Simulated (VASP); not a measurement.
# Cu (I4/mmm) in VASP: further runs

Runs on Cu. Level: PBEsol. Tasks: single point.

Program: VASP 6.6.1. These are calculated values, not measurements. Logs are shortened: lines on timing, memory, paths and dates and some standing lists are left out, and cuts for length are marked.

### Step 1. The cell of the first run

It takes space group I4/mmm (No. 139, tetragonal). The conventional cell has a = 2.886 Å, b = 2.886 Å, c = 2.752 Å, α = 90.00°, β = 90.00°, γ = 90.00°. Within 3.2 Å of Cu (site symmetry 4/mmm) lie 14 Cu at 2.46 to 2.89 Å.

### Step 2. Single point, PBEsol

Input file INCAR:

```
ALGO = Normal
EDIFF = 1E-6
ENCUT = 520
GGA = PS
ISIF = 2
ISMEAR = 0
LASPH = True
LCHARG = True
LELF = True
LREAL = False
LVHAR = True
LWAVE = False
NBANDS = 12
NELM = 60
PREC = Accurate
SIGMA = 0.1
```

Input file KPOINTS:

```
Automatic mesh
0
Gamma
  12 12 12
  0.5 0.5 0.5
```

Input file POSCAR:

```
Cu
1.0
   -1.4427933200      1.4427933200      1.3760814500
    1.4427933200     -1.4427933200      1.3760814500
    1.4427933200      1.4427933200     -1.3760814500
Cu
1
Direct
    0.0000000000      0.0000000000      0.0000000000
```

Potentials or basis: VASP PAW PBE potentials, release 64 (Cu).

On the command line:

```sh
> cat potpaw_PBE.64/Cu/POTCAR > POTCAR
> mpirun -np 1 vasp_std > vasp.out
```

OUTCAR:

```text
EDIFF = 1E-6
   ENCUT = 520
   GGA = PS
   ISIF = 2
   ISMEAR = 0
   LASPH = True
   LREAL = False
   NELM = 60
   PREC = Accurate

 ion  position               nearest neighbor table
   1  0.000  0.000  0.000-

  LATTYP: Found a body centered tetragonal cell.
 ALAT       =     2.8855866400
 C/A-ratio  =     0.9537620052

  Lattice vectors:

 A1 = (  -1.4427933200,   1.4427933200,   1.3760814500)
 A2 = (   1.4427933200,  -1.4427933200,   1.3760814500)
 A3 = (   1.4427933200,   1.4427933200,  -1.3760814500)

Analysis of symmetry for initial positions (statically):
=====================================================================
 Subroutine PRICEL returns:
 Original cell was already a primitive cell.

 Routine SETGRP: Setting up the symmetry group for a
 body centered tetragonal supercell.

 Subroutine GETGRP returns: Found 16 space group operations
 (whereof 16 operations were pure point group operations)
 out of a pool of 16 trial point group operations.

The static configuration has the point symmetry D_4h.

Analysis of symmetry for dynamics (positions and initial velocities):
=====================================================================
 Subroutine PRICEL returns:
 Original cell was already a primitive cell.

 Routine SETGRP: Setting up the symmetry group for a
 body centered tetragonal supercell.

 Subroutine GETGRP returns: Found 16 space group operations
 (whereof 16 operations were pure point group operations)
 out of a pool of 16 trial point group operations.

The dynamic configuration has the point symmetry D_4h.

 Subroutine INISYM returns: Found 16 space group operations
 (whereof 16 operations are pure point group operations),
 and found     1 'primitive' translations

----------------------------------------------------------------------------------------

                                     Primitive cell

  volume of cell :      11.4581

  direct lattice vectors                    reciprocal lattice vectors
    -1.442793320  1.442793320  1.376081450     0.000000000  0.346549983  0.363350585
     1.442793320 -1.442793320  1.376081450     0.346549983  0.000000000  0.363350585
     1.442793320  1.442793320 -1.376081450     0.346549983  0.346549983  0.000000000

  length of vectors
     2.461078074  2.461078074  2.461078074     0.502116060  0.502116060  0.490095685

  position of ions in fractional coordinates (direct lattice)
     0.000000000  0.000000000  0.000000000

  ion indices of the primitive-cell ions
   primitive index   ion index
                 1           1

----------------------------------------------------------------------------------------

 KPOINTS: Automatic mesh

Automatic generation of k-mesh.
 Grid dimensions read from file:
 generate k-points for:   12   12   12

 Generating k-lattice:

  Cartesian coordinates                     Fractional coordinates (reciprocal lattice)
     0.000000000  0.028879165  0.030279215     0.083333333 -0.000000000  0.000000000
     0.028879165  0.000000000  0.030279215    -0.000000000  0.083333333  0.000000000
     0.028879165  0.028879165  0.000000000     0.000000000  0.000000000  0.083333333

  Length of vectors
     0.041843005  0.041843005  0.040841307

  Shift w.r.t. Gamma in fractional coordinates (k-lattice)
     0.500000000  0.500000000  0.500000000

 Subroutine IBZKPT returns following result:
 ===========================================

 Found    159 irreducible k-points:

 Following reciprocal coordinates:
            Coordinates               Weight
  0.041667  0.041667  0.041667      8.000000
  0.125000  0.041667  0.041667     16.000000
  0.208333  0.041667  0.041667     16.000000
  0.291667  0.041667  0.041667     16.000000
  0.375000  0.041667  0.041667     16.000000
  0.458333  0.041667  0.041667      8.000000
[... 16 lines left out ...]
 -0.458333  0.208333  0.041667     16.000000
 -0.375000  0.208333  0.041667     16.000000
 [... further k-points ...]
   k-points           NKPTS =    159   k-points in BZ     NKDIM =    159   number of bands    NBANDS=     12
   number of dos      NEDOS =    301   number of ions     NIONS =      1
   total plane-waves  NPLWV =   5832
   dimension x,y,z NGX =    18 NGY =   18 NGZ =   18
   dimension x,y,z NGXF=    36 NGYF=   36 NGZF=   36
   ions per type =               1
   NGX,Y,Z   is equivalent  to a cutoff of  12.16, 12.16, 12.16 a.u.
   NGXF,Y,Z  is equivalent  to a cutoff of  24.32, 24.32, 24.32 a.u.
 SYSTEM =  unknown system
   PREC   = accura    normal or accurate (medium, high low for compatibility)
   ISTART =      0    job   : 0-new  1-cont  2-samecut
   ICHARG =      2    charge: 1-file 2-atom 10-const
   ISPIN  =      1    spin polarized calculation?
   LNONCOLLINEAR =      F non collinear calculations
   LSORBIT =      F    spin-orbit coupling
   LASPH  =      T    aspherical Exc in radial PAW
   ENCUT  =  520.0 eV  38.22 Ry    6.18 a.u.   4.58  4.58  4.58*2*pi/ulx,y,z
   NELM   =     60;   NELMIN=  2; NELMDL= -5     # of ELM steps
   EDIFF  = 0.1E-05   stopping-criterion for ELM
   LREAL  =      F    real-space projection
   EDIFFG = 0.1E-04   stopping-criterion for IOM
   NSW    =      0    number of steps for IOM
   IBRION =     -1    ionic relax: 0-MD 1-quasi-New 2-CG
   NFREE  =      0    steps in history (QN), initial steepest desc. (CG)
   ISIF   =      2    stress and relaxation
   ISYM   =      2    0-nonsym 1-usesym 2-fastsym
   POTIM  = 0.5000    time-step for ionic-motion
   TEBEG  =    0.0;   TEEND  =   0.0 temperature during run
   PSTRESS=    0.0 pullay stress
   NELECT =      11.0000    total number of electrons
   NUPDOWN=      -1.0000    fix difference up-down
   EMIN   =  10.00;   EMAX   =-10.00  energy-range for DOS
   EFERMI =   0.00;   METHOD = LEGACY
   ISMEAR =     0;   SIGMA  =   0.10  broadening in eV -4-tet -1-fermi 0-gaus
   EFERMI_NEDOS =   21; number of points for ismear=-14 and -15
   IALGO  =     38    algorithm
   IMIX   =      4    mixing-type and parameters
     AMIX     =   0.40;   BMIX     =  1.00
     AMIX_MAG =   1.60;   BMIX_MAG =  1.00
  volume/ion in A,a.u.               =      11.46        77.32
  Fermi-wavevector in a.u.,A,eV,Ry     =   1.614984  3.051878 35.486359  2.608174
  Thomas-Fermi vector in A             =   2.709805
   LORBIT       =      0    0 simple, 1 ext, 2 COOP (PROOUT), +10 PAW based schemes
   GGA     = PS    functional components
   LHFCALC =     F    Hartree Fock is set to
   AEXX    =    0.0000 exact exchange contribution
   IVDW    =     0    specifies the selected vdW correction
   LEPSILON=     F    determine dielectric tensor
   LRPA    =     F    only Hartree local field effects (RPA)
 non-spin polarized calculation
 Gauss-broadening in eV      SIGMA  =   0.10
  energy-cutoff  :      520.00
  volume of cell :       11.46
 maximum number of plane-waves:       323
   NGX =  9   NGY =  9   NGZ =  9

 number of electron      10.9999998 magnetization

 Free energy of the ion-electron system (eV)
  ---------------------------------------------------
  ext. energy  EPLUGINS =         0.00000000
  ---------------------------------------------------
  free energy    TOTEN  =        -4.28179001 eV

  energy without entropy =       -4.28132627  energy(sigma->0) =       -4.28155814

 E-fermi :   7.6910     XC(G=0): -13.0850

 val. band max:        7.6142109970   @ k =  -0.2083  -0.2917   0.0417
 cond. band min:       7.7428297040   @ k =  -0.2917  -0.2917   0.2917
 fundamental gap:      0.1286187070
 Fermi energy:         7.6910319545

 k-point     1 :       0.0417    0.0417    0.0417
  band No.  band energies     occupation
      1      -1.4273      2.00000
      2       4.4573      2.00000
      3       4.6081      2.00000
      4       4.8055      2.00000
      5       5.5265      2.00000
      6       5.7167      2.00000
      7      29.7238      0.00000
      8      30.7554      0.00000
      9      32.6767      0.00000
     10      33.2905      0.00000
     11      35.9798      0.00000
     12      36.5851      0.00000

 k-point     2 :       0.1250    0.0417    0.0417
  band No.  band energies     occupation
      1      -0.6241      2.00000
      2       4.3371      2.00000
      3       4.5301      2.00000
      4       5.1023      2.00000
      5       5.5477      2.00000
      6       5.6616      2.00000
      7      26.4434      0.00000
      8      27.9622      0.00000
      9      29.7183      0.00000
     10      32.9144      0.00000
     11      35.4170      0.00000
     12      36.7618      0.00000

 k-point     3 :       0.2083    0.0417    0.0417
  band No.  band energies     occupation
      1       0.6029      2.00000
      2       4.1428      2.00000
      3       4.4557      2.00000
      4       5.5364      2.00000
      5       5.5899      2.00000
      6       5.6875      2.00000
      7      22.0089      0.00000
      8      26.2694      0.00000
      9      27.5033      0.00000
     10      31.9259      0.00000
     11      34.4212      0.00000
     12      38.1411      0.00000

 k-point     4 :       0.2917    0.0417    0.0417
  band No.  band energies     occupation
      1       1.8970      2.00000
      2       3.9505      2.00000
      3       4.6690      2.00000
      4       5.6040      2.00000
      5       5.7514      2.00000
      6       6.1394      2.00000
      7      17.8558      0.00000
      8      24.9828      0.00000
      9      25.7741      0.00000
     10      31.1251      0.00000
     11      33.7868      0.00000
     12      40.0623      0.00000

 k-point     5 :       0.3750    0.0417    0.0417
  band No.  band energies     occupation
      1       2.5495      2.00000
      2       3.8123      2.00000
      3       5.4980      2.00000
      4       5.6565      2.00000
      5       5.8264      2.00000
      6       6.9445      2.00000
      7      14.3227      0.00000
      8      24.1801      0.00000
      9      24.6246      0.00000
     10      30.6428      0.00000
     11      33.4831      0.00000
     12      41.6920      0.00000
[... 228 lines left out ...]
      1       3.2669      2.00000
      2       3.8145      2.00000
      3       4.6090      2.00000
      4       5.6714      2.00000
      5       5.8859      2.00000
      6      10.3819      0.00000
      7      12.9746      0.00000
      8      17.2962      0.00000
      9      23.1199      0.00000
     10      34.4137      0.00000
     11      39.4855      0.00000
     12      41.0589      0.00000

 k-point    22 :       0.4583    0.2083    0.0417
  band No.  band energies     occupation
      1       3.2236      2.00000
      2       3.8455      2.00000
      3       4.4031      2.00000
      4       5.6658      2.00000
      5       5.7840      2.00000
      6       8.7736      0.00000
      7      15.3554      0.00000
      8      17.4735      0.00000
      9      23.5692      0.00000
     10      34.5005      0.00000
     11      39.6465      0.00000
     12      41.3275      0.00000

 k-point    23 :      -0.4583    0.2083    0.0417
  band No.  band energies     occupation
      1       2.6944      2.00000
      2       3.9450      2.00000
      3       4.1579      2.00000
      4       5.5571      2.00000
      5       5.7471      2.00000
      6       7.2121      2.00000
      7      18.1211      0.00000
      8      19.1292      0.00000
      9      24.5403      0.00000
     10      34.7292      0.00000
     11      38.2181      0.00000
     12      41.5963      0.00000

 k-point    24 :      -0.3750    0.2083    0.0417
  band No.  band energies     occupation
      1       1.5777      2.00000
      2       4.1463      2.00000
      3       4.1939      2.00000
      4       5.4596      2.00000
      5       5.7273      2.00000
      6       6.2276      2.00000
      7      19.3787      0.00000
      8      23.2552      0.00000
      9      26.0193      0.00000
     10      34.5926      0.00000
     11      37.1490      0.00000
     12      38.7713      0.00000

 [... further k-points ...]

------------------------ aborting loop because EDIFF is reached ----------------------------------------

  FORCE on cell =-STRESS in cart. coord.  units (eV):
  Direction    XX          YY          ZZ          XY          YZ          ZX
  --------------------------------------------------------------------------------------
  -------------------------------------------------------------------------------------
  Total       -0.0231800     -0.0231800     -0.0856627      0.0000000     -0.0000000      0.0000000
  in kB       -3.2412393     -3.2412393    -11.9781555      0.0000000     -0.0000000      0.0000000
  external PRESSURE =      -6.1535447 kB  Pullay stress =       0.0000000 kB

 VOLUME and BASIS-vectors are now :
 -----------------------------------------------------------------------------
  energy-cutoff  :      520.00
  volume of cell :       11.46
      direct lattice vectors                 reciprocal lattice vectors
    -1.442793320  1.442793320  1.376081450     0.000000000  0.346549983  0.363350585
     1.442793320 -1.442793320  1.376081450     0.346549983  0.000000000  0.363350585
     1.442793320  1.442793320 -1.376081450     0.346549983  0.346549983  0.000000000

 POSITION                                       TOTAL-FORCE (eV/Angst)
 -----------------------------------------------------------------------------------
      0.00000      0.00000      0.00000         0.000000     -0.000000      0.000000
 -----------------------------------------------------------------------------------
    total drift:                                0.000000      0.000000      0.000000

  FREE ENERGIE OF THE ION-ELECTRON SYSTEM (eV)
  ---------------------------------------------------
  free  energy   TOTEN  =        -4.2817900132 eV

  energy  without entropy=       -4.2813262674  energy(sigma->0) =       -4.28155814
```

Wall time 9.5 s (1 thread of Intel Xeon Platinum 8559C (Emerald Rapids), shared host); peak memory 0.13 GiB.

Results:

```yaml
Free_energy: -4.2818 eV
Pressure: -0.6 GPa
```

Caveat: the PAW data sets were made with another functional, which shifts forces and pressure a little.

### Step 3. Single point, PBEsol

Input file INCAR:

```
PREC = Accurate
ENCUT = 520
EDIFF = 1E-6
ISMEAR = 0
SIGMA = 0.1
LREAL = F
LASPH = T
NELM = 80
ALGO = Fast
ISIF = 2
LWAVE = F
LCHARG = T
GGA = PS
LELF = T
LVHAR = T
NBANDS = 12
```

Input file KPOINTS:

```
Automatic mesh
0
Gamma
  14 14 14
```

POSCAR is that of step 2.

Potentials or basis: VASP PAW PBE potentials, release 64 (Cu).

On the command line:

```sh
> cat potpaw_PBE.64/Cu/POTCAR > POTCAR
> mpirun -np 1 vasp_std > vasp.out
```

OUTCAR:

```text
PREC = Accurate
   ENCUT = 520
   EDIFF = 1E-6
   ISMEAR = 0
   LREAL = F
   LASPH = T
   NELM = 80
   ISIF = 2
   GGA = PS

 ion  position               nearest neighbor table
   1  0.000  0.000  0.000-

  LATTYP: Found a body centered tetragonal cell.
 ALAT       =     2.8855866400
 C/A-ratio  =     0.9537620052

  Lattice vectors:

 A1 = (  -1.4427933200,   1.4427933200,   1.3760814500)
 A2 = (   1.4427933200,  -1.4427933200,   1.3760814500)
[... 540 lines left out ...]
     12      37.6057      0.00000

 [... further k-points ...]

------------------------ aborting loop because EDIFF is reached ----------------------------------------

  FORCE on cell =-STRESS in cart. coord.  units (eV):
  Direction    XX          YY          ZZ          XY          YZ          ZX
  --------------------------------------------------------------------------------------
  -------------------------------------------------------------------------------------
  Total       -0.0229401     -0.0229401     -0.0650485      0.0000000      0.0000000      0.0000000
  in kB       -3.2077021     -3.2077021     -9.0956862      0.0000000      0.0000000      0.0000000
  external PRESSURE =      -5.1703635 kB  Pullay stress =       0.0000000 kB

 VOLUME and BASIS-vectors are now :
 -----------------------------------------------------------------------------
  energy-cutoff  :      520.00
  volume of cell :       11.46
      direct lattice vectors                 reciprocal lattice vectors
    -1.442793320  1.442793320  1.376081450     0.000000000  0.346549983  0.363350585
     1.442793320 -1.442793320  1.376081450     0.346549983  0.000000000  0.363350585
     1.442793320  1.442793320 -1.376081450     0.346549983  0.346549983  0.000000000

 POSITION                                       TOTAL-FORCE (eV/Angst)
 -----------------------------------------------------------------------------------
      0.00000      0.00000      0.00000        -0.000000      0.000000      0.000000
 -----------------------------------------------------------------------------------
    total drift:                                0.000000      0.000000      0.000000

  FREE ENERGIE OF THE ION-ELECTRON SYSTEM (eV)
  ---------------------------------------------------
  free  energy   TOTEN  =        -4.2649157133 eV

  energy  without entropy=       -4.2620530366  energy(sigma->0) =       -4.26348437
```

OSZICAR:

```text
N       E                     dE             d eps       ncg     rms          rms(c)
DAV:   1     0.405380977276E+02    0.40538E+02   -0.54301E+03  6644   0.154E+03
DAV:   2    -0.408807979810E+01   -0.44626E+02   -0.41212E+02  6044   0.204E+02
DAV:   3    -0.535005723461E+01   -0.12620E+01   -0.12572E+01  6764   0.392E+01
DAV:   4    -0.535741747600E+01   -0.73602E-02   -0.73592E-02  6640   0.263E+00
DAV:   5    -0.535748395295E+01   -0.66477E-04   -0.66476E-04  6832   0.256E-01    0.832E+00
RMM:   6    -0.465310864229E+01    0.70438E+00   -0.35375E+00  7335   0.349E+01    0.464E+00
RMM:   7    -0.428279422886E+01    0.37031E+00   -0.49733E-01  7276   0.127E+01    0.112E+00
RMM:   8    -0.426764822772E+01    0.15146E-01   -0.17611E-02  7510   0.132E+00    0.401E-01
RMM:   9    -0.426482288854E+01    0.28253E-02   -0.52608E-03  7529   0.139E+00    0.252E-02
RMM:  10    -0.426490657396E+01   -0.83685E-04   -0.57451E-04  7677   0.318E-01    0.103E-02
RMM:  11    -0.426491393617E+01   -0.73622E-05   -0.89515E-05  7895   0.133E-01    0.143E-02
RMM:  12    -0.426491530040E+01   -0.13642E-05   -0.24195E-05  8049   0.603E-02    0.469E-03
RMM:  13    -0.426491571334E+01   -0.41294E-06   -0.43949E-06  6125   0.219E-02
   1 F= -.42649157E+01 E0= -.42634844E+01  d E =-.286268E-02
```

stdout:

```text
POSCAR found type information on POSCAR Cu
 POSCAR found :  1 types and       1 ions
 scaLAPACK will be used
 -----------------------------------------------------------------------------
|                                                                             |
|                                                                             |
|     You enforced a specific xc type in the INCAR file but a different       |
|     I HOPE YOU KNOW WHAT YOU ARE DOING!                                     |
|                                                                             |
 -----------------------------------------------------------------------------

 LDA part: xc-table for (Slater+PW92), standard interpolation
 POSCAR, INCAR and KPOINTS ok, starting setup
 FFT: planning ... GRIDC
 FFT: planning ... GRID_SOFT
 FFT: planning ... GRID
 WAVECAR not read
 entering main loop
```

It took 16 s on 1 thread of Intel Xeon Platinum 8559C (Emerald Rapids), shared host; peak memory 0.14 GiB.

What came out:

- Free energy: -4.2649 eV
- Pressure: -0.5 GPa

Caveat: the PAW data sets were made with another functional, which shifts forces and pressure a little.
